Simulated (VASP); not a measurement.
# MoS2 in VASP: single point with PBEsol

Aim: the single point of MoS2 with PBEsol.

Everything below comes from runs of VASP 6.6.1. Logs are shortened: lines on timing, memory, paths and dates and some standing lists are left out, and cuts for length are marked.

## 1. The cell of the first run

The cell holds a slab with vacuum, 9 atoms: a = 3.120 Å, b = 6.347 Å, c = 23.660 Å, α = 90.00°, β = 90.00°, γ = 104.23°.

## 2. Single point, PBEsol

File INCAR:

```
SYSTEM = MoS2
ALGO     = Normal         ! electronic algorithm
DIPOL    = 0.5 0.5 0.502
EDIFF    = 1E-6           ! SCF threshold, eV
ENCUT    = 520            ! plane-wave cutoff, eV
GGA      = PS             ! functional
IDIPOL   = 3            
ISIF     = 2              ! what is computed and relaxed
ISMEAR   = 0              ! smearing method
ISYM     = 0            
LASPH    = .True.         ! aspherical terms in the spheres
LCHARG   = .False.        ! write CHGCAR
LDIPOL   = .True.       
LREAL    = .False.        ! projectors in reciprocal space
LWAVE    = .False.        ! write WAVECAR
NBANDS   = 49             ! bands
NELM     = 60             ! most SCF steps
PREC     = Accurate       ! precision mode
SIGMA    = 0.1            ! smearing width, eV
```

File KPOINTS:

```
k-points
0
Gamma
  10 5 1
  0 0 0
```

File POSCAR:

```
MoS2
1.0
    3.1204068985      0.0000000000      0.0000000000
   -1.5602034493      6.1523257996      0.0000000000
    0.0000000000      0.0000000000     23.6597815148
S Mo
6 3
Direct
    0.8927216588      0.7854433176      0.3592594460
    0.1715891270      0.3431782540      0.4147680812
    0.4248770517      0.8497541034      0.4722456824
    0.7047427959      0.4094653803      0.5272960382
    0.9628664592      0.9257403669      0.5868775078
    0.1730159112      0.3460377671      0.6693763050
    0.5321553929      0.0643107858      0.3870137636
    0.0634282715      0.1268428375      0.4945844993
    0.6028600912      0.2057219729      0.6060975507
```

Potentials or basis: VASP PAW PBE potentials, release 64 (S, Mo_sv).

Command:

```console
$ cat potpaw_PBE.64/S/POTCAR potpaw_PBE.64/Mo_sv/POTCAR > POTCAR
$ mpirun -np 1 vasp_std > vasp.out
```

OUTCAR:

```text
SYSTEM = MoS2
   EDIFF = 1E-6
   ENCUT = 520
   GGA = PS
   ISIF = 2
   ISMEAR = 0
   ISYM = 0
   LASPH = .True.
   LREAL = .False.
   NELM = 60
   PREC = Accurate

 ion  position               nearest neighbor table
   1  0.893  0.785  0.359-   7 2.41   7 2.41
   2  0.172  0.343  0.415-   8 2.31   7 2.41   7 2.41
   3  0.425  0.850  0.472-   8 2.37   8 2.37   7 2.41
   4  0.705  0.409  0.527-   9 2.25   8 2.46   8 2.46
   5  0.963  0.926  0.587-   9 2.37   9 2.37   8 2.51
   6  0.173  0.346  0.669-   9 2.33   9 2.33
   7  0.532  0.064  0.387-   3 2.41   1 2.41   2 2.41   1 2.41   2 2.41   8 3.01   8 3.01
   8  0.063  0.127  0.495-   2 2.31   3 2.37   3 2.37   4 2.46   4 2.46   5 2.51   7 3.01   7 3.01
                             9 3.10   9 3.10
   9  0.603  0.206  0.606-   4 2.25   6 2.33   6 2.33   5 2.37   5 2.37   8 3.10   8 3.10

IMPORTANT INFORMATION: All symmetrisations will be switched off!
NOSYMM: (Re-)initialisation of all symmetry stuff for point group C_1.

----------------------------------------------------------------------------------------

                                     Primitive cell

  volume of cell :     454.2148

  direct lattice vectors                    reciprocal lattice vectors
     3.120406899  0.000000000  0.000000000     0.320471026  0.081270078  0.000000000
    -1.560203449  6.152325800  0.000000000     0.000000000  0.162540157  0.000000000
     0.000000000  0.000000000 23.659781515     0.000000000  0.000000000  0.042265817

  length of vectors
     3.120406899  6.347073936 23.659781515     0.330615342  0.162540157  0.042265817

  position of ions in fractional coordinates (direct lattice)
     0.892721659  0.785443318  0.359259446
     0.171589127  0.343178254  0.414768081
     0.424877052  0.849754103  0.472245682
     0.704742796  0.409465380  0.527296038
     0.962866459  0.925740367  0.586877508
     0.173015911  0.346037767  0.669376305
     0.532155393  0.064310786  0.387013764
     0.063428272  0.126842837  0.494584499
     0.602860091  0.205721973  0.606097551

  ion indices of the primitive-cell ions
   primitive index   ion index
                 1           1
                 2           2
                 3           3
                 4           4
                 5           5
                 6           6
                 7           7
                 8           8
                 9           9

----------------------------------------------------------------------------------------

 KPOINTS: k-points

Automatic generation of k-mesh.
 Grid dimensions read from file:
 generate k-points for:   10    5    1

 Generating k-lattice:

  Cartesian coordinates                     Fractional coordinates (reciprocal lattice)
     0.032047103  0.008127008  0.000000000     0.100000000 -0.000000000  0.000000000
     0.000000000  0.032508031  0.000000000     0.000000000  0.200000000  0.000000000
     0.000000000  0.000000000  0.042265817     0.000000000  0.000000000  1.000000000

  Length of vectors
     0.033061534  0.032508031  0.042265817

  Shift w.r.t. Gamma in fractional coordinates (k-lattice)
     0.000000000  0.000000000  0.000000000

 -----------------------------------------------------------------------------
|                                                                             |
|           W    W    AA    RRRRR   N    N  II  N    N   GGGG   !!!           |
|           W    W   A  A   R    R  NN   N  II  NN   N  G    G  !!!           |
|           W    W  A    A  R    R  N N  N  II  N N  N  G       !!!           |
|           W WW W  AAAAAA  RRRRR   N  N N  II  N  N N  G  GGG   !            |
|           WW  WW  A    A  R   R   N   NN  II  N   NN  G    G                |
|           W    W  A    A  R    R  N    N  II  N    N   GGGG   !!!           |
|                                                                             |
|     Your reciprocal lattice and k-lattice belong to different lattice       |
|     classes:                                                                |
|                                                                             |
|        The reciprocal lattice is base centered orthorhombic,                |
|        whereas your k-lattice is simple monoclinic.                         |
|                                                                             |
|     Results are often still useful ...                                      |
|                                                                             |
 -----------------------------------------------------------------------------

 WARNING: IBZKPT: internal override: KBLOWUP is changed to .FALSE.
      ... skipping the blow-up phase ...

 Subroutine IBZKPT returns following result:
 ===========================================

 Found     26 irreducible k-points:

 Following reciprocal coordinates:
            Coordinates               Weight
  0.000000  0.000000  0.000000      1.000000
  0.100000  0.000000  0.000000      2.000000
  0.200000  0.000000  0.000000      2.000000
  0.300000 -0.000000  0.000000      2.000000
  0.400000  0.000000  0.000000      2.000000
  0.500000  0.000000  0.000000      1.000000
[... 16 lines left out ...]
 -0.400000  0.400000  0.000000      2.000000
 -0.300000  0.400000  0.000000      2.000000
 [... further k-points ...]
   k-points           NKPTS =     26   k-points in BZ     NKDIM =     26   number of bands    NBANDS=     49
   number of dos      NEDOS =    301   number of ions     NIONS =      9
   total plane-waves  NPLWV = 207360
   dimension x,y,z NGX =    24 NGY =   48 NGZ =  180
   dimension x,y,z NGXF=    48 NGYF=   96 NGZF=  360
   ions per type =               6   3
   NGX,Y,Z   is equivalent  to a cutoff of  12.79, 12.57, 12.65 a.u.
   NGXF,Y,Z  is equivalent  to a cutoff of  25.57, 25.14, 25.30 a.u.
 SYSTEM =  MoS2
   PREC   = accura    normal or accurate (medium, high low for compatibility)
   ISTART =      0    job   : 0-new  1-cont  2-samecut
   ICHARG =      2    charge: 1-file 2-atom 10-const
   ISPIN  =      1    spin polarized calculation?
   LNONCOLLINEAR =      F non collinear calculations
   LSORBIT =      F    spin-orbit coupling
   LASPH  =      T    aspherical Exc in radial PAW
   ENCUT  =  520.0 eV  38.22 Ry    6.18 a.u.   5.80 11.80 43.99*2*pi/ulx,y,z
   NELM   =     60;   NELMIN=  2; NELMDL= -5     # of ELM steps
   EDIFF  = 0.1E-05   stopping-criterion for ELM
   LREAL  =      F    real-space projection
   EDIFFG = 0.1E-04   stopping-criterion for IOM
   NSW    =      0    number of steps for IOM
   IBRION =     -1    ionic relax: 0-MD 1-quasi-New 2-CG
   NFREE  =      0    steps in history (QN), initial steepest desc. (CG)
   ISIF   =      2    stress and relaxation
   ISYM   =      0    0-nonsym 1-usesym 2-fastsym
   POTIM  = 0.5000    time-step for ionic-motion
   TEBEG  =    0.0;   TEEND  =   0.0 temperature during run
   PSTRESS=    0.0 pullay stress
   NELECT =      78.0000    total number of electrons
   NUPDOWN=      -1.0000    fix difference up-down
   EMIN   =  10.00;   EMAX   =-10.00  energy-range for DOS
   EFERMI =   0.00;   METHOD = LEGACY
   ISMEAR =     0;   SIGMA  =   0.10  broadening in eV -4-tet -1-fermi 0-gaus
   EFERMI_NEDOS =   21; number of points for ismear=-14 and -15
   IALGO  =     38    algorithm
   IMIX   =      4    mixing-type and parameters
     AMIX     =   0.40;   BMIX     =  1.00
     AMIX_MAG =   1.60;   BMIX_MAG =  1.00
  volume/ion in A,a.u.               =      50.47       340.58
  Fermi-wavevector in a.u.,A,eV,Ry     =   0.909954  1.719563 11.265837  0.828016
  Thomas-Fermi vector in A             =   2.034059
   LORBIT       =      0    0 simple, 1 ext, 2 COOP (PROOUT), +10 PAW based schemes
   GGA     = PS    functional components
   LHFCALC =     F    Hartree Fock is set to
   AEXX    =    0.0000 exact exchange contribution
   IVDW    =     0    specifies the selected vdW correction
   LEPSILON=     F    determine dielectric tensor
   LRPA    =     F    only Hartree local field effects (RPA)
 non-spin polarized calculation
 Gauss-broadening in eV      SIGMA  =   0.10
  energy-cutoff  :      520.00
  volume of cell :      454.21
 maximum number of plane-waves:     12277
   NGX = 11   NGY = 23   NGZ = 87

 dipolmoment           0.000000      0.000000     -0.109504 electrons x Angstroem

 number of electron      78.0000001 magnetization

 dipolmoment           0.000000      0.000000      0.064106 electrons x Angstroem

 Free energy of the ion-electron system (eV)
  ---------------------------------------------------
  ext. energy  EPLUGINS =         0.00000000
  ---------------------------------------------------
  free energy    TOTEN  =       -66.16438588 eV

  energy without entropy =      -66.14090909  energy(sigma->0) =      -66.15264749

 E-fermi :  -0.7378     XC(G=0):  -4.5228

 val. band max:       -0.7611374653   @ k =  -0.2000   0.4000   0.0000
 cond. band min:      -0.7166249553   @ k =   0.0000   0.4000   0.0000
 fundamental gap:      0.0445125100
 Fermi energy:        -0.7378295142

 k-point     1 :       0.0000    0.0000    0.0000
  band No.  band energies     occupation
      1     -62.3239      2.00000
      2     -62.1508      2.00000
      3     -61.9661      2.00000
      4     -36.6282      2.00000
      5     -36.4739      2.00000
      6     -36.3489      2.00000
[... 41 lines left out ...]
     48       2.5145      0.00000
     49       2.7310      0.00000

 k-point     2 :       0.1000    0.0000    0.0000
  band No.  band energies     occupation
      1     -62.3215      2.00000
      2     -62.1483      2.00000
      3     -61.9639      2.00000
      4     -36.6211      2.00000
      5     -36.4725      2.00000
      6     -36.3660      2.00000
[... 1136 lines left out ...]
 k-point    24 :      -0.3000    0.4000    0.0000
  band No.  band energies     occupation
      1     -62.3075      2.00000
      2     -62.1338      2.00000
      3     -61.9511      2.00000
      4     -36.5922      2.00000
      5     -36.5486      2.00000
      6     -36.4542      2.00000
[... 41 lines left out ...]
     48       2.1969      0.00000
     49       2.7088      0.00000

 [... further k-points ...]

------------------------ aborting loop because EDIFF is reached ----------------------------------------

 vacuum level on the upper side and lower side of the slab       (xc-potential included)         0.101        -0.499

  FORCE on cell =-STRESS in cart. coord.  units (eV):
  Direction    XX          YY          ZZ          XY          YZ          ZX
  --------------------------------------------------------------------------------------
  -------------------------------------------------------------------------------------
  Total       -2.1520367     -0.6947034     -2.7383262     -0.0004909      0.3136666      0.0003791
  in kB       -7.5909996     -2.4504662     -9.6590514     -0.0017317      1.1064138      0.0013373
  external PRESSURE =      -6.5668390 kB  Pullay stress =       0.0000000 kB

 VOLUME and BASIS-vectors are now :
 -----------------------------------------------------------------------------
  energy-cutoff  :      520.00
  volume of cell :      454.21
      direct lattice vectors                 reciprocal lattice vectors
     3.120406899  0.000000000  0.000000000     0.320471026  0.081270078  0.000000000
    -1.560203449  6.152325800  0.000000000     0.000000000  0.162540157  0.000000000
     0.000000000  0.000000000 23.659781515     0.000000000  0.000000000  0.042265817

 POSITION                                       TOTAL-FORCE (eV/Angst)
 -----------------------------------------------------------------------------------
      1.56020      4.83230      8.50000         0.000160      1.482746     -0.576886
     -0.00000      2.11134      9.81332         0.000054      0.894471     -1.293984
     -0.00000      5.22796     11.17323         0.000350      0.325617     -1.126655
      1.56023      2.51916     12.47571        -0.000139      0.007420      0.013743
      1.56019      5.69546     13.88539         0.000026     -0.002751      0.005198
     -0.00001      2.12894     15.83730         0.000055      0.000607      0.001060
      1.56020      0.39566      9.15666        -0.000447     -2.714363      2.977557
      0.00002      0.78038     11.70176        -0.000209      0.001581      0.001830
      1.56020      1.26567     14.34014         0.000149      0.004672     -0.001863
 -----------------------------------------------------------------------------------
    total drift:                                0.000286      0.000528     -0.000518

  FREE ENERGIE OF THE ION-ELECTRON SYSTEM (eV)
  ---------------------------------------------------
  free  energy   TOTEN  =       -66.1643858829 eV

  energy  without entropy=      -66.1409090908  energy(sigma->0) =      -66.15264749

 vacuum level on the upper side and lower side of the slab         4.666         4.058
```

Run time: 25 min. Hardware: 1 thread of Intel Xeon Platinum 8175M at 2.50GHz (Skylake/Cascade Lake), shared host; peak memory 0.72 GiB.

Results:

- Free energy: -66.1644 eV
- Largest force: 4.029 eV/Å
- Band gap on the k mesh: zero (band 39 reaches -0.38 eV, above the bottom of band 40 at -1.15 eV)

Forces in eV/Å, atoms in the order of the input:
```
S    0.000  1.483 -0.577
S    0.000  0.894 -1.294
S    0.000  0.326 -1.127
S    0.000  0.007  0.014
S    0.000 -0.003  0.005
S    0.000  0.001  0.001
Mo   0.000 -2.714  2.978
Mo   0.000  0.002  0.002
Mo   0.000  0.005 -0.002
```

Caveat: the PAW data sets were made with another functional, which shifts forces and pressure a little.
